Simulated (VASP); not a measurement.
# HfMg3 in VASP: further runs

The runs below take HfMg3 through single point, with r2SCAN, PBE+U, revPBE+U, PBE.

All numbers are computed with VASP 6.6.1; they aren't measurements. Logs are shortened: lines on timing, memory, paths and dates and some standing lists are left out, and cuts for length are marked.

## 1. The cell of the first run

It takes space group Pm-3m (No. 221, cubic). Conventional cell: a = 4.435 Å, b = 4.435 Å, c = 4.435 Å, α = 90.00°, β = 90.00°, γ = 90.00°. Hf (site symmetry m-3m) has 12 Mg at 3.14 Å within 4.1 Å. Within 4.1 Å of Mg (site symmetry 4/mmm) lie 4 Hf at 3.14 Å and 8 Mg at 3.14 Å.

## 2. Single point, r2SCAN

File POSCAR:

```
HfMg3
1.0
    4.4351854621      0.0000000000      0.0000000000
    0.0000000000      4.4351854621      0.0000000000
    0.0000000000      0.0000000000      4.4351854621
Hf Mg
1 3
Direct
    0.0000000000      0.0000000000      0.0000000000
    0.0000000000      0.5000000000      0.5000000000
    0.5000000000      0.5000000000      0.0000000000
    0.5000000000      0.0000000000      0.5000000000
```

File INCAR.step1:

```
PREC = Accurate
ENCUT = 520
ISMEAR = 0
SIGMA = 0.05
LREAL = F
LASPH = T
NELM = 100
NBANDS = 16
GGA = PE
ALGO = Normal
EDIFF = 1E-4
LWAVE = T
LCHARG = F
```

File INCAR.step2:

```
PREC = Accurate
ENCUT = 520
EDIFF = 1E-6
ISMEAR = 0
SIGMA = 0.05
LREAL = F
LASPH = T
NELM = 100
ALGO = Normal
ISIF = 2
LWAVE = F
LCHARG = T
METAGGA = R2SCAN
LMIXTAU = T
LELF = T
LVHAR = T
NBANDS = 16
ISTART = 1
```

File KPOINTS:

```
Automatic mesh
0
Gamma
  8 8 8
```

Potentials or basis: VASP PAW PBE potentials, release 64 (Hf_pv, Mg).

Command:

```console
> cat potpaw_PBE.64/Hf_pv/POTCAR potpaw_PBE.64/Mg/POTCAR > POTCAR
> cp INCAR.step1 INCAR
> mpirun -np 1 vasp_std > vasp.out
> cp INCAR.step2 INCAR
> mpirun -np 1 vasp_std > vasp.out
```

OUTCAR:

```text
PREC = Accurate
   ENCUT = 520
   EDIFF = 1E-6
   ISMEAR = 0
   LREAL = F
   LASPH = T
   NELM = 100
   ISIF = 2
   METAGGA = R2SCAN
   ISTART = 1

 ion  position               nearest neighbor table
   1  0.000  0.000  0.000-   2 3.14   3 3.14   4 3.14   2 3.14   4 3.14   2 3.14   3 3.14   2 3.14
                             3 3.14   4 3.14   4 3.14   3 3.14
   2  0.000  0.500  0.500-   1 3.14   3 3.14   4 3.14   1 3.14   3 3.14   1 3.14   4 3.14   1 3.14
                             3 3.14   4 3.14   3 3.14   4 3.14
   3  0.500  0.500  0.000-   1 3.14   2 3.14   4 3.14   2 3.14   4 3.14   1 3.14   4 3.14   4 3.14
                             1 3.14   2 3.14   2 3.14   1 3.14
   4  0.500  0.000  0.500-   1 3.14   2 3.14   3 3.14   1 3.14   3 3.14   2 3.14   3 3.14   3 3.14
                             1 3.14   2 3.14   1 3.14   2 3.14

  LATTYP: Found a simple cubic cell.
 ALAT       =     4.4351854621

  Lattice vectors:

 A1 = (   4.4351854621,   0.0000000000,   0.0000000000)
 A2 = (   0.0000000000,   4.4351854621,   0.0000000000)
 A3 = (   0.0000000000,   0.0000000000,   4.4351854621)

Analysis of symmetry for initial positions (statically):
=====================================================================
 Subroutine PRICEL returns:
 Original cell was already a primitive cell.

 Routine SETGRP: Setting up the symmetry group for a
 simple cubic supercell.

 Subroutine GETGRP returns: Found 48 space group operations
 (whereof 48 operations were pure point group operations)
 out of a pool of 48 trial point group operations.

The static configuration has the point symmetry O_h .

Analysis of symmetry for dynamics (positions and initial velocities):
=====================================================================
 Subroutine PRICEL returns:
 Original cell was already a primitive cell.

 Routine SETGRP: Setting up the symmetry group for a
 simple cubic supercell.

 Subroutine GETGRP returns: Found 48 space group operations
 (whereof 48 operations were pure point group operations)
 out of a pool of 48 trial point group operations.

The dynamic configuration has the point symmetry O_h .

 Subroutine INISYM returns: Found 48 space group operations
 (whereof 48 operations are pure point group operations),
 and found     1 'primitive' translations

----------------------------------------------------------------------------------------

                                     Primitive cell

  volume of cell :      87.2440

  direct lattice vectors                    reciprocal lattice vectors
     4.435185462  0.000000000  0.000000000     0.225469715  0.000000000  0.000000000
     0.000000000  4.435185462  0.000000000     0.000000000  0.225469715  0.000000000
     0.000000000  0.000000000  4.435185462     0.000000000  0.000000000  0.225469715

  length of vectors
     4.435185462  4.435185462  4.435185462     0.225469715  0.225469715  0.225469715

  position of ions in fractional coordinates (direct lattice)
     0.000000000  0.000000000  0.000000000
     0.000000000  0.500000000  0.500000000
     0.500000000  0.500000000  0.000000000
     0.500000000  0.000000000  0.500000000

  ion indices of the primitive-cell ions
   primitive index   ion index
                 1           1
                 2           2
                 3           3
                 4           4

----------------------------------------------------------------------------------------

 KPOINTS: Automatic mesh

Automatic generation of k-mesh.
 Grid dimensions read from file:
 generate k-points for:    8    8    8

 Generating k-lattice:

  Cartesian coordinates                     Fractional coordinates (reciprocal lattice)
     0.028183714  0.000000000  0.000000000     0.125000000  0.000000000  0.000000000
     0.000000000  0.028183714  0.000000000     0.000000000  0.125000000  0.000000000
     0.000000000  0.000000000  0.028183714     0.000000000  0.000000000  0.125000000

  Length of vectors
     0.028183714  0.028183714  0.028183714

  Shift w.r.t. Gamma in fractional coordinates (k-lattice)
[... 48 lines left out ...]

 E-fermi :   3.0081     XC(G=0): -10.0248

 val. band max:        2.9541681007   @ k =   0.5000   0.2500   0.0000
 cond. band min:       3.0128902393   @ k =   0.3750   0.2500   0.0000
 fundamental gap:      0.0587221386
 Fermi energy:         3.0081376320

 k-point     1 :       0.0000    0.0000    0.0000
  band No.  band energies     occupation
      1     -29.2420      2.00000
      2     -29.2420      2.00000
      3     -29.2420      2.00000
      4      -4.2663      2.00000
      5       1.7992      2.00000
      6       1.7992      2.00000
[... 8 lines left out ...]
     15      10.4890      0.00000
     16      10.6482      0.00000

 k-point     2 :       0.1250    0.0000    0.0000
  band No.  band energies     occupation
      1     -29.2437      2.00000
      2     -29.2419      2.00000
      3     -29.2419      2.00000
      4      -4.1250      2.00000
      5       1.3604      2.00000
      6       1.8590      2.00000
[... 8 lines left out ...]
     15      10.5870      0.00000
     16      10.6272      0.00000

 k-point     3 :       0.2500    0.0000    0.0000
  band No.  band energies     occupation
      1     -29.2480      2.00000
      2     -29.2416      2.00000
      3     -29.2416      2.00000
      4      -3.7074      2.00000
      5       0.2419      2.00000
      6       2.0140      2.00000
[... 8 lines left out ...]
     15       9.9411      0.00000
     16       9.9411      0.00000

 k-point     4 :       0.3750    0.0000    0.0000
  band No.  band energies     occupation
      1     -29.2522      2.00000
      2     -29.2414      2.00000
      3     -29.2414      2.00000
      4      -3.0340      2.00000
      5      -0.9796      2.00000
      6       2.1881      2.00000
[... 8 lines left out ...]
     15       9.1208      0.00000
     16       9.1208      0.00000
[... 324 lines left out ...]
 k-point    22 :       0.5000    0.2500    0.1250
  band No.  band energies     occupation
      1     -29.2531      2.00000
      2     -29.2468      2.00000
      3     -29.2425      2.00000
      4      -1.5416      2.00000
      5      -1.4510      2.00000
      6       1.5728      2.00000
[... 8 lines left out ...]
     15       8.2335      0.00000
     16      10.3131      0.00000

 k-point    23 :       0.3750    0.3750    0.1250
  band No.  band energies     occupation
      1     -29.2511      2.00000
      2     -29.2509      2.00000
      3     -29.2424      2.00000
      4      -1.7469      2.00000
      5      -0.1749      2.00000
      6       0.4121      2.00000
[... 8 lines left out ...]
     15       8.9041      0.00000
     16       8.9359      0.00000

 k-point    24 :       0.5000    0.3750    0.1250
  band No.  band energies     occupation
      1     -29.2527      2.00000
      2     -29.2508      2.00000
      3     -29.2422      2.00000
      4      -1.0164      2.00000
      5      -0.8532      2.00000
      6       0.7460      2.00000
[... 8 lines left out ...]
     15       8.4488      0.00000
     16       9.1372      0.00000

 [... further k-points ...]
[... 5 lines left out ...]
  --------------------------------------------------------------------------------------
  -------------------------------------------------------------------------------------
  Total       -0.5438865     -0.5438865     -0.5438865     -0.0000000     -0.0000000     -0.0000000
  in kB       -9.9881152     -9.9881152     -9.9881152     -0.0000000     -0.0000000     -0.0000000
  external PRESSURE =      -9.9881152 kB  Pullay stress =       0.0000000 kB

 VOLUME and BASIS-vectors are now :
 -----------------------------------------------------------------------------
  energy-cutoff  :      520.00
  volume of cell :       87.24
      direct lattice vectors                 reciprocal lattice vectors
     4.435185462  0.000000000  0.000000000     0.225469715  0.000000000  0.000000000
     0.000000000  4.435185462  0.000000000     0.000000000  0.225469715  0.000000000
     0.000000000  0.000000000  4.435185462     0.000000000  0.000000000  0.225469715

 POSITION                                       TOTAL-FORCE (eV/Angst)
 -----------------------------------------------------------------------------------
      0.00000      0.00000      0.00000         0.000000      0.000000      0.000000
      0.00000      2.21759      2.21759         0.000000      0.000000      0.000000
      2.21759      2.21759      0.00000         0.000000      0.000000      0.000000
      2.21759      0.00000      2.21759         0.000000      0.000000      0.000000
 -----------------------------------------------------------------------------------
    total drift:                                0.000000     -0.000000     -0.000000

  FREE ENERGIE OF THE ION-ELECTRON SYSTEM (eV)
  ---------------------------------------------------
  free  energy   TOTEN  =       -56.9727873457 eV

  energy  without entropy=      -56.9693045325  energy(sigma->0) =      -56.97104594
```

Run time: 2.1 min. Hardware: 1 thread of Intel Xeon Platinum 8124M at 3.00GHz (Skylake/Cascade Lake), shared host; peak memory 0.24 GiB.

Results:

```
Free energy            : -56.9728 eV
Pressure               : -1.0 GPa
Band gap on the k mesh : zero (band 8 reaches 3.58 eV, above the bottom of band 9 at 2.01 eV)
```

Caveat: the PAW data sets were made with another functional, which shifts forces and pressure a little; spin-orbit coupling is left out, which moves the levels of the heavy elements.

## 3. Single point, PBE+U

File INCAR:

```
SYSTEM = HfMg3
PREC = Accurate
ENCUT = 520
EDIFF = 1E-7
ISMEAR = 0
SIGMA = 0.05
LREAL = .False.
LASPH = .True.
NELM = 150
ALGO = Normal
ISIF = 2
LWAVE = .False.
LCHARG = .True.
LMAXMIX = 4
LDAU = .True.
LDAUTYPE = 2
LDAUL = 2 -1
LDAUU = 2 0
LDAUJ = 0 0
LDAUPRINT = 1
GGA = PE
LELF = .True.
LVHAR = .True.
NBANDS = 16
```

File KPOINTS:

```
Automatic mesh
0
Gamma
  8 8 8
  0 0 0
```

POSCAR is that of step 2.

Potentials or basis: VASP PAW PBE potentials, release 64 (Hf_pv, Mg).

Command:

```console
> cat potpaw_PBE.64/Hf_pv/POTCAR potpaw_PBE.64/Mg/POTCAR > POTCAR
> mpirun -np 1 vasp_std > vasp.out
```

Run time: 36 s. Hardware: 1 thread of Intel Xeon Platinum 8124M at 3.00GHz (Skylake/Cascade Lake), shared host; peak memory 0.23 GiB.

The run converged. Its results:

```
Free energy            : -12.6499 eV
Pressure               : 0.9 GPa
Band gap on the k mesh : zero (band 8 reaches 3.74 eV, above the bottom of band 9 at 2.24 eV)
```

Levels at points of the mesh, in eV from the Fermi level:
| k point | band 6 | band 7 | band 8 | band 9 | band 10 | band 11 |
| --- | --- | --- | --- | --- | --- | --- |
| (0.00, 0.00, 0.00) | -1.18 | 0.49 | 0.49 | 0.49 | 1.34 | 1.34 |
| (0.50, 0.00, 0.00) | -0.68 | -0.29 | -0.29 | 1.57 | 2.04 | 2.55 |
| (0.50, 0.50, 0.00) | -2.74 | -2.74 | 0.28 | 0.28 | 1.56 | 2.36 |
| (0.50, 0.50, 0.50) | -2.22 | -1.46 | -0.96 | -0.96 | -0.96 | -0.51 |

Eigenvalues of the final occupation matrices:
```
    site  spin  trace               eigenvalues
site 1 d     1   0.69  0.12 0.12 0.15 0.15 0.15
site 1 d     2   0.69  0.12 0.12 0.15 0.15 0.15
```

Caveat: spin-orbit coupling is left out, which moves the levels of the heavy elements; U without spin polarisation on a metal has little footing; the U is typed as a test and isn't derived for this compound.

## 4. Single point, revPBE+U

File INCAR:

```
  PREC = Accurate
  ENCUT = 520
  EDIFF = 1E-7
  ISMEAR = 0
  SIGMA = 0.05
  LREAL = False
  LASPH = True
  NELM = 150
  ALGO = Normal
  ISIF = 2
  LWAVE = False
  LCHARG = False
  LMAXMIX = 4
  LDAU = True
  LDAUTYPE = 2
  LDAUL = 2 -1
  LDAUU = 1 0
  LDAUJ = 0 0
  LDAUPRINT = 1
  GGA = RE
  NBANDS = 16
```

File KPOINTS:

```
regular mesh
0
Gamma
  8 8 8
```

POSCAR is that of step 3.

Command:

```console
> cat potpaw_PBE.64/Hf_pv/POTCAR potpaw_PBE.64/Mg/POTCAR > POTCAR
> mpirun -np 1 vasp_std > vasp.out
```

Run time: 36 s. Hardware: 1 thread of Intel Xeon Platinum 8124M at 3.00GHz (Skylake/Cascade Lake), shared host; peak memory 0.23 GiB.

It converged, with:

- Free energy: -12.4637 eV
- Pressure: 1.7 GPa
- Band gap on the k mesh: zero (band 8 reaches 3.75 eV, above the bottom of band 9 at 2.30 eV)

Levels at points of the mesh, in eV from the Fermi level:
```csv
k point,band 6,band 7,band 8,band 9,band 10,band 11
"(0.00, 0.00, 0.00)",-1.18,0.54,0.54,0.54,1.31,1.31
"(0.50, 0.00, 0.00)",-0.70,-0.29,-0.29,1.53,2.01,2.62
"(0.50, 0.50, 0.00)",-2.67,-2.67,0.26,0.26,1.56,2.33
"(0.50, 0.50, 0.50)",-2.19,-1.46,-0.90,-0.90,-0.90,-0.37
```

Eigenvalues of the final occupation matrices:
```
    site  spin  trace               eigenvalues
site 1 d     1   0.72  0.13 0.13 0.15 0.15 0.15
site 1 d     2   0.72  0.13 0.13 0.15 0.15 0.15
```

Caveat: the PAW data sets were made with another functional, which shifts forces and pressure a little; spin-orbit coupling is left out, which moves the levels of the heavy elements; U without spin polarisation on a metal has little footing; the U is typed as a test and isn't derived for this compound.

## 5. Single point, PBE

File INCAR:

```
SYSTEM = HfMg3
ALGO = Fast ; EDIFF = 1E-7
ENCUT = 520 ; GGA = PE
ISIF = 2 ; ISMEAR = 0
LASPH = .TRUE. ; LCHARG = .FALSE.
LREAL = .FALSE. ; LWAVE = .FALSE.
NBANDS = 16 ; NELM = 100
PREC = Accurate ; SIGMA = 0.05
```

File KPOINTS:

```
k-points
0
G
  8 8 8
  0 0 0
```

Edit POSCAR of step 4 so:

```diff
@@ -2,4 +2,4 @@
 1.0
-    4.4351854621      0.0000000000      0.0000000000
-    0.0000000000      4.4351854621      0.0000000000
+    4.4351854621     -0.0221759273      0.0000000000
+   -0.0221759273      4.4351854621      0.0000000000
     0.0000000000      0.0000000000      4.4351854621
```

Command:

```console
> cat potpaw_PBE.64/Hf_pv/POTCAR potpaw_PBE.64/Mg/POTCAR > POTCAR
> mpirun -np 1 vasp_std > vasp.out
```

Run time: 1.9 min. Hardware: 1 thread of Intel Xeon Platinum 8124M at 3.00GHz (Skylake/Cascade Lake), shared host; peak memory 0.31 GiB.

Results (log left out):

| Item | Value |
| --- | --- |
| Free energy | -13.8810 eV |
| Pressure | -0.1 GPa |
| Band gap on the k mesh | zero (band 8 reaches 3.67 eV, above the bottom of band 9 at 2.21 eV) |

Stress tensor (GPa, compression positive):
```
-0.12  0.53  0.00
 0.53 -0.12  0.00
 0.00  0.00 -0.13
```

Levels at points of the mesh, in eV from the Fermi level:
```csv
k point,band 5,band 6,band 7,band 8,band 9,band 10,band 11,band 12
"(0.00, 0.00, 0.00)",-1.18,-1.18,0.61,0.62,0.63,1.26,1.26,1.27
"(0.50, 0.00, 0.00)",-4.62,-0.70,-0.29,-0.29,1.48,1.95,2.69,2.71
"(0.50, 0.50, 0.00)",-3.13,-2.65,-2.56,0.23,0.26,1.53,2.31,2.37
"(0.00, 0.00, 0.50)",-4.62,-0.70,-0.29,-0.29,1.48,1.95,2.71,2.71
"(0.50, 0.00, 0.50)",-3.13,-2.61,-2.61,0.24,0.24,1.53,2.31,2.37
"(0.50, 0.50, 0.50)",-2.19,-2.16,-1.41,-0.83,-0.80,-0.76,-0.24,2.41
```

Caveat: spin-orbit coupling is left out, which moves the levels of the heavy elements.

## 6. Single point, PBE (atom 3 (Mg) moved 0.08 Å along z)

File INCAR:

```
SYSTEM = HfMg3
PREC = Accurate
ENCUT = 520
EDIFF = 1E-6
ISMEAR = 0
SIGMA = 0.05
LREAL = .False.
LASPH = .True.
NELM = 100
ALGO = Normal
ISIF = 2
LWAVE = .False.
LCHARG = .False.
GGA = PE
NBANDS = 16
```

File KPOINTS:

```
regular mesh
0
Gamma
  8 8 8
  0 0 0
```

File POSCAR:

```
HfMg3
1.0
    4.4351854621      0.0000000000      0.0000000000
    0.0000000000      4.4351854621      0.0000000000
    0.0000000000      0.0000000000      4.4351854621
Hf Mg
1 3
Direct
    0.0000000000      0.0000000000      0.0000000000
    0.0000000000      0.5000000000      0.5000000000
    0.5000000000      0.5000000000      0.0180375772
    0.5000000000      0.0000000000      0.5000000000
```

Potentials or basis: VASP PAW PBE potentials, release 64 (Hf_pv, Mg).

Command:

```console
> cat potpaw_PBE.64/Hf_pv/POTCAR potpaw_PBE.64/Mg/POTCAR > POTCAR
> mpirun -np 1 vasp_std > vasp.out
```

Run time: 55 s. Hardware: 1 thread of Intel Xeon Platinum 8124M at 3.00GHz (Skylake/Cascade Lake), shared host; peak memory 0.28 GiB.

It converged, with:

```yaml
Free_energy: -13.8705 eV
Pressure: -0.1 GPa
Largest_force: 0.298 eV/Å
Band_gap_on_the_k_mesh: zero (band 8 reaches 3.67 eV, above the bottom of band 9 at 2.24 eV)
```

Forces in eV/Å, atoms in the order of the input:
```
Hf   0.000  0.000  0.073
Mg   0.000  0.000  0.113
Mg   0.000  0.000 -0.298
Mg   0.000  0.000  0.113
```

Levels at points of the mesh, in eV from the Fermi level:
```
           k point  band 4  band 5  band 6  band 7  band 8  band 9  band 10  band 11  band 12  band 13
(0.00, 0.00, 0.00)   -6.86   -1.18   -1.18    0.61    0.61    0.62     1.27     1.27     1.27     1.71
(0.50, 0.00, 0.00)   -4.99   -4.62   -0.70   -0.29   -0.29    1.48     1.95     2.71     2.71     2.81
(0.00, 0.00, 0.50)   -5.00   -4.62   -0.70   -0.30   -0.30    1.48     1.95     2.71     2.71     2.81
(0.50, 0.50, 0.00)   -3.58   -3.13   -2.61   -2.61    0.25    0.25     1.53     2.30     2.37     3.51
(0.00, 0.50, 0.50)   -3.59   -3.13   -2.60   -2.60    0.24    0.25     1.53     2.30     2.37     3.48
(0.50, 0.50, 0.50)   -2.20   -2.20   -2.19   -1.41   -0.80   -0.79    -0.79    -0.24     2.42     2.42
```

Caveat: the cell differs from its parent crystal (atom 3 (Mg) moved 0.08 Å along z); spin-orbit coupling is left out, which moves the levels of the heavy elements.

## 7. Summary

```tsv
level	U	cell	gap on the mesh (eV)	pressure (GPa)
r2SCAN	-	a = 4.435 Å, 4 atoms	none	-1.0
PBE+U	Hf d U = 2.0 eV	a = 4.435 Å, 4 atoms	none	0.9
revPBE+U	Hf d U = 1.0 eV	a = 4.435 Å, 4 atoms	none	1.7
PBE	-	a = 4.435 Å, angles 90.0, 90.0, 90.6°, 4 atoms	none	-0.1
PBE	-	a = 4.435 Å, 4 atoms	none	-0.1
```

Some of these runs hold the atoms at other places in the same cell, which the table doesn't show; runs alike in all that it shows share one row.

Alike in all rows: task single point; potentials or basis VASP PAW PBE potentials, release 64 (Hf_pv, Mg); no spin polarisation; k mesh 8 × 8 × 8; cutoff (eV) 520; smearing gaussian 0.05 eV.

Every run on the cell as given and a fine mesh finds a metal. The pressure there spans -1.0 GPa (r2SCAN) to 1.7 GPa (revPBE+U); a positive pressure means that this level wants a larger cell, a negative one a smaller.

Caveats: spin-orbit coupling is left out, which moves the levels of the heavy elements; the PAW data sets were made with another functional, which shifts forces and pressure a little (some runs); U without spin polarisation on a metal has little footing (some runs); the U is typed as a test and isn't derived for this compound (some runs).

Absolute energies hang on the potentials; compare differences alone.
